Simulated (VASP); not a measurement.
# Si4F in VASP: single point with PBE+D3(BJ)

Aim: the single point of Si4F with PBE+D3(BJ).

All numbers are computed with VASP 6.6.1; they aren't measurements. Logs are shortened: lines on timing, memory, paths and dates and some standing lists are left out, and cuts for length are marked.

### Step 1. The cell of the first run

The cell holds a slab with vacuum, 40 atoms: a = 7.667 Å, b = 10.843 Å, c = 23.077 Å, α = 90.00°, β = 90.00°, γ = 90.00°.

### Step 2. Single point, PBE+D3(BJ)

INCAR reads:

```
SYSTEM = Si4F
  ALGO = Normal
  DIPOL = 0.5 0.5 0.491
  EDIFF = 1E-6
  ENCUT = 520
  GGA = PE
  GGA_COMPAT = .False.
  IDIPOL = 3
  ISIF = 2
  ISMEAR = 0
  IVDW = 12
  LASPH = .True.
  LCHARG = .True.
  LDIPOL = .True.
  LELF = .True.
  LREAL = Auto
  LVACPOTAV = .True.
  LVHAR = .True.
  LWAVE = .False.
  NBANDS = 118
  NELM = 120
  NELMDL = -8
  PREC = Accurate
  SIGMA = 0.05
```

KPOINTS reads:

```
k-points
0
Gamma
  2 2 1
  0 0 0
```

POSCAR reads:

```
Si4F
1.0
    7.6671877233      0.0000000000      0.0000000000
    0.0000000000     10.8430408636      0.0000000000
    0.0000000000      0.0000000000     23.0767894882
Si F
32 8
Direct
    0.2500000000      0.5000000000      0.4041462830
    0.2500000000      0.0000000000      0.4041462830
    0.7500000000      0.5000000000      0.4041462830
    0.7500000000      0.0000000000      0.4041462830
    0.5000000000      0.6250000000      0.4041462830
    0.5000000000      0.1250000000      0.4041462830
    0.0000000000      0.6250000000      0.4041462830
    0.0000000000      0.1250000000      0.4041462830
    0.5000000000      0.7500000000      0.4872079642
    0.5000000000      0.2500000000      0.4872079642
    0.0000000000      0.7500000000      0.4872079642
    0.0000000000      0.2500000000      0.4872079642
    0.7500000000      0.8750000000      0.4872079642
    0.7500000000      0.3750000000      0.4872079642
    0.2500000000      0.8750000000      0.4872079642
    0.2500000000      0.3750000000      0.4872079642
    0.7500000000      0.0025069045      0.5696778373
    0.7500000000      0.5025069045      0.5696778373
    0.2500000000      0.0025069045      0.5696778373
    0.2500000000      0.5025069045      0.5696778373
    0.0000000000      0.1224930955      0.5696778373
    0.0000000000      0.6224930955      0.5696778373
    0.5000000000      0.1224930955      0.5696778373
    0.5000000000      0.6224930955      0.5696778373
    0.0000000000      0.2574562309      0.6461769708
    0.0000000000      0.7574562309      0.6461769708
    0.5000000000      0.2574562309      0.6461769708
    0.5000000000      0.7574562309      0.6461769708
    0.2500000000      0.3675437691      0.6461769708
    0.2500000000      0.8675437691      0.6461769708
    0.7500000000      0.3675437691      0.6461769708
    0.7500000000      0.8675437691      0.6461769708
    0.2500000000      0.4147672307      0.3465323773
    0.2500000000      0.9147672307      0.3465323773
    0.7500000000      0.4147672307      0.3465323773
    0.7500000000      0.9147672307      0.3465323773
    0.5000000000      0.7102327693      0.3465323773
    0.5000000000      0.2102327693      0.3465323773
    0.0000000000      0.7102327693      0.3465323773
    0.0000000000      0.2102327693      0.3465323773
```

Potentials or basis: VASP PAW PBE potentials, release 64 (Si, F).

The run is started by

```bash
$ cat potpaw_PBE.64/Si/POTCAR potpaw_PBE.64/F/POTCAR > POTCAR
$ mpirun -np 1 vasp_std > vasp.out
```

OUTCAR:

```text
SYSTEM = Si4F
   EDIFF = 1E-6
   ENCUT = 520
   GGA = PE
   ISIF = 2
   ISMEAR = 0
   IVDW = 12
   LASPH = .True.
   LREAL = Auto
   NELM = 120
   NELMDL = -8
   PREC = Accurate
 IVDW          = 12

 ion  position               nearest neighbor table
   1  0.250  0.500  0.404-  33 1.62   7 2.35   5 2.35  16 2.35
   2  0.250  0.000  0.404-  34 1.62   8 2.35   6 2.35  15 2.35
   3  0.750  0.500  0.404-  35 1.62   7 2.35   5 2.35  14 2.35
   4  0.750  0.000  0.404-  36 1.62   8 2.35   6 2.35  13 2.35
   5  0.500  0.625  0.404-  37 1.62   3 2.35   1 2.35   9 2.35
   6  0.500  0.125  0.404-  38 1.62   4 2.35   2 2.35  10 2.35
[... 40 lines left out ...]
  Lattice vectors:

 A1 = (   7.6671877233,   0.0000000000,   0.0000000000)
 A2 = (   0.0000000000,  10.8430408636,   0.0000000000)
 A3 = (   0.0000000000,   0.0000000000,  23.0767894882)

Analysis of symmetry for initial positions (statically):
=====================================================================
 Subroutine PRICEL returns following result:

  LATTYP: Found a simple orthorhombic cell.
 ALAT       =     3.8335938617
 B/A-ratio  =     1.4142135624
 C/A-ratio  =     6.0196229233

  Lattice vectors:

 A1 = (   3.8335938617,   0.0000000000,   0.0000000000)
 A2 = (   0.0000000000,   5.4215204318,   0.0000000000)
 A3 = (   0.0000000000,   0.0000000000,  23.0767894882)

   4 primitive cells build up your supercell.

 Routine SETGRP: Setting up the symmetry group for a
 simple orthorhombic supercell.

 Subroutine GETGRP returns: Found  4 space group operations
 (whereof  2 operations were pure point group operations)
 out of a pool of  8 trial point group operations.

The static configuration has the point symmetry C_1h.
 The point group associated with its full space group is C_2v.

Analysis of symmetry for dynamics (positions and initial velocities):
=====================================================================
 Subroutine PRICEL returns following result:

  LATTYP: Found a simple orthorhombic cell.
 ALAT       =     3.8335938617
 B/A-ratio  =     1.4142135624
 C/A-ratio  =     6.0196229233

  Lattice vectors:

 A1 = (   3.8335938617,   0.0000000000,   0.0000000000)
 A2 = (   0.0000000000,   5.4215204318,   0.0000000000)
 A3 = (   0.0000000000,   0.0000000000,  23.0767894882)

   4 primitive cells build up your supercell.

 Routine SETGRP: Setting up the symmetry group for a
 simple orthorhombic supercell.

 Subroutine GETGRP returns: Found  4 space group operations
 (whereof  2 operations were pure point group operations)
 out of a pool of  8 trial point group operations.

The dynamic configuration has the point symmetry C_1h.
 The point group associated with its full space group is C_2v.

 Subroutine INISYM returns: Found  4 space group operations
 (whereof  2 operations are pure point group operations),
 and found     4 'primitive' translations

----------------------------------------------------------------------------------------

                                     Primitive cell

  volume of cell :     479.6259

  direct lattice vectors                    reciprocal lattice vectors
     3.833593862  0.000000000  0.000000000     0.260851837  0.000000000  0.000000000
     0.000000000  5.421520432  0.000000000     0.000000000  0.184450103  0.000000000
     0.000000000  0.000000000 23.076789488     0.000000000  0.000000000  0.043333584

  length of vectors
     3.833593862  5.421520432 23.076789488     0.260851837  0.184450103  0.043333584

  position of ions in fractional coordinates (direct lattice)
     0.500000000  1.000000000  0.404146283
     1.000000000  0.250000000  0.404146283
     1.000000000  0.500000000  0.487207964
     0.500000000  0.750000000  0.487207964
     0.500000000  0.005013809  0.569677837
     0.000000000  0.244986191  0.569677837
     0.000000000  0.514912462  0.646176971
     0.500000000  0.735087538  0.646176971
     0.500000000  0.829534461  0.346532377
     1.000000000  0.420465539  0.346532377

  ion indices of the primitive-cell ions
   primitive index   ion index
                 1           1
                 2           5
                 3           9
                 4          16
                 5          20
                 6          22
                 7          25
                 8          29
                 9          33
                10          37

----------------------------------------------------------------------------------------

 KPOINTS: k-points

Automatic generation of k-mesh.
 Grid dimensions read from file:
 generate k-points for:    2    2    1

 Generating k-lattice:

  Cartesian coordinates                     Fractional coordinates (reciprocal lattice)
     0.065212959  0.000000000  0.000000000     0.500000000  0.000000000  0.000000000
     0.000000000  0.046112526  0.000000000     0.000000000  0.500000000  0.000000000
     0.000000000  0.000000000  0.043333584     0.000000000  0.000000000  1.000000000

  Length of vectors
     0.065212959  0.046112526  0.043333584

  Shift w.r.t. Gamma in fractional coordinates (k-lattice)
     0.000000000  0.000000000  0.000000000

 Subroutine IBZKPT returns following result:
 ===========================================

 Found      4 irreducible k-points:

 Following reciprocal coordinates:
            Coordinates               Weight
  0.000000  0.000000  0.000000      1.000000
  0.500000  0.000000  0.000000      1.000000
  0.000000  0.500000  0.000000      1.000000
  0.500000  0.500000  0.000000      1.000000
   k-points           NKPTS =      4   k-points in BZ     NKDIM =      4   number of bands    NBANDS=    118
   number of dos      NEDOS =    301   number of ions     NIONS =     40
   total plane-waves  NPLWV = 907200
   dimension x,y,z NGX =    60 NGY =   84 NGZ =  180
   dimension x,y,z NGXF=   120 NGYF=  168 NGZF=  360
   ions per type =              32   8
   NGX,Y,Z   is equivalent  to a cutoff of  13.01, 12.88, 12.97 a.u.
   NGXF,Y,Z  is equivalent  to a cutoff of  26.02, 25.76, 25.93 a.u.
 SYSTEM =  Si4F
   PREC   = accura    normal or accurate (medium, high low for compatibility)
   ISTART =      0    job   : 0-new  1-cont  2-samecut
   ICHARG =      2    charge: 1-file 2-atom 10-const
   ISPIN  =      1    spin polarized calculation?
   LNONCOLLINEAR =      F non collinear calculations
   LSORBIT =      F    spin-orbit coupling
   LASPH  =      T    aspherical Exc in radial PAW
   ENCUT  =  520.0 eV  38.22 Ry    6.18 a.u.  14.26 20.16 42.91*2*pi/ulx,y,z
   NELM   =    120;   NELMIN=  2; NELMDL= -8     # of ELM steps
   EDIFF  = 0.1E-05   stopping-criterion for ELM
   LREAL  =      T    real-space projection
   EDIFFG = 0.1E-04   stopping-criterion for IOM
   NSW    =      0    number of steps for IOM
   IBRION =     -1    ionic relax: 0-MD 1-quasi-New 2-CG
   NFREE  =      0    steps in history (QN), initial steepest desc. (CG)
   ISIF   =      2    stress and relaxation
   ISYM   =      2    0-nonsym 1-usesym 2-fastsym
   POTIM  = 0.5000    time-step for ionic-motion
   TEBEG  =    0.0;   TEEND  =   0.0 temperature during run
   PSTRESS=    0.0 pullay stress
   NELECT =     184.0000    total number of electrons
   NUPDOWN=      -1.0000    fix difference up-down
   EMIN   =  10.00;   EMAX   =-10.00  energy-range for DOS
   EFERMI =   0.00;   METHOD = LEGACY
   ISMEAR =     0;   SIGMA  =   0.05  broadening in eV -4-tet -1-fermi 0-gaus
   EFERMI_NEDOS =   21; number of points for ismear=-14 and -15
   IALGO  =     38    algorithm
   IMIX   =      4    mixing-type and parameters
     AMIX     =   0.40;   BMIX     =  1.00
     AMIX_MAG =   1.60;   BMIX_MAG =  1.00
  volume/ion in A,a.u.               =      47.96       323.67
  Fermi-wavevector in a.u.,A,eV,Ry     =   0.749365  1.416094  7.640317  0.561547
  Thomas-Fermi vector in A             =   1.845867
   LORBIT       =      0    0 simple, 1 ext, 2 COOP (PROOUT), +10 PAW based schemes
   GGA     = PE    functional components
   LHFCALC =     F    Hartree Fock is set to
   AEXX    =    0.0000 exact exchange contribution
   IVDW    =    12    specifies the selected vdW correction
   LEPSILON=     F    determine dielectric tensor
   LRPA    =     F    only Hartree local field effects (RPA)
 non-spin polarized calculation
 Gauss-broadening in eV      SIGMA  =   0.05
  energy-cutoff  :      520.00
  volume of cell :     1918.50
 maximum number of plane-waves:     51717
 NGX is ok and might be reduce to    60
   NGX = 29   NGY = 41   NGZ = 85

 number of electron     184.0000040 magnetization

 dipolmoment           0.000000      0.000000     -0.747473 electrons x Angstroem

 Free energy of the ion-electron system (eV)
  ---------------------------------------------------
  ext. energy  EPLUGINS =         0.00000000
  ---------------------------------------------------
  free energy    TOTEN  =      -205.07025557 eV

  energy without entropy =     -205.02627356  energy(sigma->0) =     -205.04826457

 E-fermi :  -1.5895     XC(G=0):  -4.0905

 val. band max:       -1.6017055037   @ k =   0.0000   0.5000   0.0000
 cond. band min:      -1.5341774590   @ k =   0.5000   0.0000   0.0000
 fundamental gap:      0.0675280447
 Fermi energy:        -1.5895220315

 k-point     1 :       0.0000    0.0000    0.0000
  band No.  band energies     occupation
      1     -26.1418      2.00000
      2     -26.0999      2.00000
      3     -26.0588      2.00000
      4     -26.0588      2.00000
      5     -26.0585      2.00000
      6     -26.0585      2.00000
[... 417 lines left out ...]
    103       0.9918      0.00000
    104       0.9918      0.00000
 [bands above 104 left out]

------------------------ aborting loop because EDIFF is reached ----------------------------------------

 Edisp (eV)   -8.53843

 E8    (eV) :    -3.6077

  FORCE on cell =-STRESS in cart. coord.  units (eV):
  Direction    XX          YY          ZZ          XY          YZ          ZX
  --------------------------------------------------------------------------------------
  -------------------------------------------------------------------------------------
  Total      12.33413     8.08831     2.71562     0.00000     0.00000     0.00000
  in kB      10.30046     6.75470     2.26786     0.00000     0.00000     0.00000
  external pressure =        6.44 kB  Pullay stress =        0.00 kB

 VOLUME and BASIS-vectors are now :
 -----------------------------------------------------------------------------
  energy-cutoff  :      520.00
  volume of cell :     1918.50
      direct lattice vectors                 reciprocal lattice vectors
     7.667187723  0.000000000  0.000000000     0.130425918  0.000000000  0.000000000
     0.000000000 10.843040864  0.000000000     0.000000000  0.092225051  0.000000000
     0.000000000  0.000000000 23.076789488     0.000000000  0.000000000  0.043333584

 POSITION                                       TOTAL-FORCE (eV/Angst)
 -----------------------------------------------------------------------------------
      1.91680      5.42152      9.32640        -0.000000      0.276399      0.082996
      1.91680      0.00000      9.32640        -0.000000      0.276399      0.082996
      5.75039      5.42152      9.32640        -0.000000      0.276399      0.082996
      5.75039      0.00000      9.32640        -0.000000      0.276399      0.082996
      3.83359      6.77690      9.32640        -0.000000     -0.276399      0.082996
      3.83359      1.35538      9.32640        -0.000000     -0.276399      0.082996
[... 32 lines left out ...]
      0.00000      7.70108      7.99685        -0.000000      0.117153     -0.172530
      0.00000      2.27956      7.99685        -0.000000      0.117153     -0.172530
 -----------------------------------------------------------------------------------
    total drift:                                0.000000     -0.000000     -0.019748

  FREE ENERGIE OF THE ION-ELECTRON SYSTEM (eV)
  ---------------------------------------------------
  free  energy   TOTEN  =      -213.6086903474 eV

  energy  without entropy=     -213.5647083338  energy(sigma->0) =     -213.58669934

 vacuum level on the upper side and lower side of the slab         3.206         4.833
```

Run time: 34 min. Hardware: 1 thread of Intel Xeon Platinum 8488C (Sapphire Rapids), shared host; peak memory 1.9 GiB.

Results:

```yaml
Free_energy: -213.6087 eV
Largest_force: 0.289 eV/Å
Band_gap_on_the_k_mesh: zero (bands 92 and 93 overlap by 0.07 eV)
Dispersion_energy_per_atom: -0.213 eV
```

Forces in eV/Å, atoms in the order of the input:
```
Si   0.000  0.276  0.083
Si   0.000  0.276  0.083
Si   0.000  0.276  0.083
Si   0.000  0.276  0.083
Si   0.000 -0.276  0.083
Si   0.000 -0.276  0.083
Si   0.000 -0.276  0.083
Si   0.000 -0.276  0.083
Si   0.000  0.177  0.090
Si   0.000  0.177  0.090
Si   0.000  0.177  0.090
Si   0.000  0.177  0.090
Si   0.000 -0.177  0.090
Si   0.000 -0.177  0.090
Si   0.000 -0.177  0.090
Si   0.000 -0.177  0.090
Si   0.000 -0.018 -0.001
Si   0.000 -0.018 -0.001
Si   0.000 -0.018 -0.001
Si   0.000 -0.018 -0.001
Si   0.000  0.018 -0.001
Si   0.000  0.018 -0.001
Si   0.000  0.018 -0.001
Si   0.000  0.018 -0.001
Si   0.000 -0.006  0.000
Si   0.000 -0.006  0.000
Si   0.000 -0.006  0.000
Si   0.000 -0.006  0.000
Si   0.000  0.006  0.000
Si   0.000  0.006  0.000
Si   0.000  0.006  0.000
Si   0.000  0.006  0.000
F    0.000 -0.117 -0.173
F    0.000 -0.117 -0.173
F    0.000 -0.117 -0.173
F    0.000 -0.117 -0.173
F    0.000  0.117 -0.173
F    0.000  0.117 -0.173
F    0.000  0.117 -0.173
F    0.000  0.117 -0.173
```

Caveat: the k points lie up to 0.41 Å⁻¹ apart.

The gap in the log of VASP goes by the Fermi energy; the results here count the filled bands.